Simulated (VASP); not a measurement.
Set up this calculation in VASP 6.6.1, as the native input.

- Task: single point
- Functional: PBE
- Potentials or basis: VASP PAW PBE potentials, release 64 (Lu, B, H)
- Cutoff: 520 eV
- k mesh: 8 × 8 × 8
- Occupations: fermi-dirac, width 0.1 eV
- Spin: no spin polarisation
- Dipole correction: no
- Further INCAR settings: ALGO = Normal; EDIFF = 1e-07; NBANDS = 25

The structure of LuBH4 lies in POSCAR:

```
LuBH4
1.0
    2.4095640000      2.3047050000      0.0000000000
    2.4095640000     -2.3047050000      0.0000000000
    0.0000000000      0.0000000000     -3.5100930000
Lu B H
1 1 4
Direct
    0.0000000000      0.0000000000      0.0000000000
    0.5000000000      0.5000000000      0.5000000000
    0.5010000000      0.2590000000      0.6730000000
    0.4990000000      0.7410000000      0.6730000000
    0.2590000000      0.5010000000      0.3270000000
    0.7410000000      0.4990000000      0.3270000000
```

These files were run (other wordings do the same):

INCAR

```
ALGO = Normal ; EDIFF = 1E-7
ENCUT = 520 ; GGA = PE
ISIF = 2 ; ISMEAR = -1
LASPH = T ; LCHARG = F
LREAL = F ; LWAVE = F
NBANDS = 25 ; NELM = 80
PREC = Accurate ; SIGMA = 0.1
```

KPOINTS

```
k-points
0
Gamma
  8 8 8
```

Potentials or basis: VASP PAW PBE potentials, release 64 (Lu, B, H).

Launch:

```console
$ cat potpaw_PBE.64/Lu/POTCAR potpaw_PBE.64/B/POTCAR potpaw_PBE.64/H/POTCAR > POTCAR
$ mpirun -np 1 vasp_std > vasp.out
```

Results of the run:

* Pressure: 52.2 GPa
* Largest force: 7.741 eV/Å
* Band gap on the k mesh: zero (bands 16 and 17 overlap by 3.04 eV)

Caveat: the cell stands under pressure; spin-orbit coupling is left out, which moves the levels of the heavy elements; forces of over 1 eV/Å act on the atoms, so gaps and moduli don't describe the material at rest.

Run time: 64 s on 1 thread of AMD EPYC 9R45 (Zen 5) (shared host), peak memory 0.21 GiB.
